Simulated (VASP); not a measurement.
Here is a VASP 6.6.1 calculation.

INCAR

```
SYSTEM = Cu25W
PREC = Accurate ; ENCUT = 520
EDIFF = 1E-6 ; ISMEAR = 1
SIGMA = 0.1 ; LREAL = Auto
LASPH = .TRUE. ; NELM = 100
ALGO = Normal ; ISIF = 2
LWAVE = .FALSE. ; LCHARG = .TRUE.
GGA = CA ; LELF = .TRUE.
LVHAR = .TRUE. ; NBANDS = 164
```

Contents of KPOINTS:

```
Automatic mesh
0
G
  4 4 4
  0 0 0
```

Contents of POSCAR:

```
Cu25W
1.0
    0.0000000000      5.2774853866      5.2774853866
    5.2774853866      0.0000000000      5.2774853866
    5.2774853866      5.2774853866      0.0000000000
W Cu
1 25
Direct
    0.0000000000      0.0000000000      0.1666666667
    0.0000000000      0.0000000000      0.6666666667
    0.0113249546      0.3718589691     -0.0249252952
   -0.0039016111      0.3146976891      0.3307409507
   -0.0039016111      0.3146976891      0.6917963047
    0.0039016111      0.6853023109      0.0025923827
   -0.0113249546      0.6281410309      0.3582586285
    0.0039016111      0.6853023109      0.6415370287
    0.3718589691      0.0113249546     -0.0249252952
    0.3146976891     -0.0039016111      0.3307409507
    0.3146976891     -0.0039016111      0.6917963047
    0.3401247068      0.3401247068     -0.0008609874
    0.3239330064      0.3239330064      0.3427336602
    0.3401247068      0.3401247068      0.6539449072
    0.3275374918      0.6724625082      0.0083136810
    0.3275374918      0.6724625082      0.3250196524
    0.3312821419      0.6687178581      0.6666666667
    0.6853023109      0.0039016111      0.0025923827
    0.6281410309     -0.0113249546      0.3582586285
    0.6853023109      0.0039016111      0.6415370287
    0.6724625082      0.3275374918      0.0083136810
    0.6724625082      0.3275374918      0.3250196524
    0.6687178581      0.3312821419      0.6666666667
    0.6760669936      0.6760669936     -0.0094003269
    0.6598752932      0.6598752932      0.3341943208
    0.6598752932      0.6598752932      0.6793884262
```

Potentials or basis: VASP PAW LDA potentials, release 64 (W_sv, Cu).

The run is started by

```sh
$ cat potpaw_LDA.64/W_sv/POTCAR potpaw_LDA.64/Cu/POTCAR > POTCAR
$ mpirun -np 1 vasp_std > vasp.out
```

Task: What does it give for the band gap on the k mesh?

Result: Zero (an odd number of electrons rules out a gap without spin polarisation).

Task: Predict the largest force.

Result: 0.031 eV/Å.

Task: What does it give for the pressure?

Result: 0.7 GPa.

Forces on the atoms (eV/Å):
```
W    0.000  0.000  0.000
Cu   0.000  0.000  0.000
Cu   0.017 -0.017  0.020
Cu  -0.004 -0.001 -0.001
Cu   0.001  0.004 -0.001
Cu   0.004  0.001  0.001
Cu  -0.017  0.017 -0.020
Cu  -0.001 -0.004  0.001
Cu  -0.017  0.017  0.020
Cu  -0.001 -0.004 -0.001
Cu   0.004  0.001 -0.001
Cu  -0.002 -0.002 -0.002
Cu   0.000  0.000  0.014
Cu   0.002  0.002 -0.002
Cu   0.003  0.002  0.000
Cu  -0.002 -0.003  0.000
Cu  -0.005  0.005  0.000
Cu   0.001  0.004  0.001
Cu   0.017 -0.017 -0.020
Cu  -0.004 -0.001  0.001
Cu   0.002  0.003  0.000
Cu  -0.003 -0.002  0.000
Cu   0.005 -0.005  0.000
Cu   0.000  0.000 -0.014
Cu   0.002  0.002  0.002
Cu  -0.002 -0.002  0.002
```

Caveat: spin-orbit coupling is left out, which moves the levels of the heavy elements.
